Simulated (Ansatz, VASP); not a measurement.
**SnO2: VASP beside Ansatz**

INCAR

```
PREC = Accurate ; ENCUT = 520
EDIFF = 1E-6 ; ISMEAR = 0
SIGMA = 0.05 ; LREAL = False
LASPH = True ; NELM = 100
ALGO = Normal ; ISIF = 2
LWAVE = False ; LCHARG = True
LELF = True ; LVHAR = True
NBANDS = 35
```

File KPOINTS:

```
regular mesh
0
Gamma
  6 6 8
```

File POSCAR:

```
SnO2
1.0
    4.7767255581      0.0000000000      0.0000000000
    0.0000000000      4.7773123567      0.0000000000
    0.0000000000      0.0000000000      3.2271818729
Sn O
2 4
Direct
    0.5000000000      0.5000000000      0.5000000000
    0.0000000000      0.0000000000      0.0000000000
    0.3059833077      0.3321134587      0.0000000000
    0.8059833077      0.1678865413      0.5000000000
    0.1940166923      0.8321134587      0.5000000000
    0.6940166923      0.6678865413      0.0000000000
```

Input for Ansatz:

```yaml
crystal:
  lattice:
    - [4.7767255581, 0.0, 0.0]
    - [0.0, 4.7773123567, 0.0]
    - [0.0, 0.0, 3.2271818729]
  atoms:
    - { symbol: Sn, position: [0.5, 0.5, 0.5] }
    - { symbol: Sn, position: [0.0, 0.0, 0.0] }
    - { symbol: O, position: [0.3059833077, 0.3321134587, 0.0] }
    - { symbol: O, position: [0.8059833077, 0.1678865413, 0.5] }
    - { symbol: O, position: [0.1940166923, 0.8321134587, 0.5] }
    - { symbol: O, position: [0.6940166923, 0.6678865413, 0.0] }
basis:
  ecutwfc: 520.0
kpoints:
  mp_grid: { grid: [6, 6, 8] }
hamiltonian:
  xc: lda
scf:
  occupations: { method: gaussian, width: 0.05 }
output:
  forces: true
  stress: true
  eigenvalues: true
```

Alike in both runs: task single point; functional LDA; k mesh 6 × 6 × 8; occupations gaussian, width 0.05 eV; no spin polarisation.

```csv
,VASP,Ansatz
version,VASP 6.6.1,Ansatz 0.2.0
potentials or method,"VASP PAW LDA potentials, release 64 (Sn_d, O), cutoff 520 eV","scalar-relativistic, plane waves, PAW"
valence electrons in the cell,52,52
```

Ansatz gave:

* gap on the k mesh at the Fermi level (eV): 1.05
* least direct gap on the mesh (eV): 1.05
* pressure (GPa): -2.8
* traceless stress, the component that is largest in VASP (GPa): -1.13
* rms of the force components (eV/Å): 0.843

Task: Which values does VASP return?

Result: gap on the k mesh at the Fermi level (eV): 1.08; least direct gap on the mesh (eV): 1.08; pressure (GPa): -1.9; traceless stress, the component that is largest in VASP (GPa): -1.47; rms of the force components (eV/Å): 0.868.

LDA's correlation is that of Perdew and Zunger in VASP and of Perdew and Wang (1992) in Ansatz. Atom by atom the forces differ by 0.026 eV/Å (rms over components).
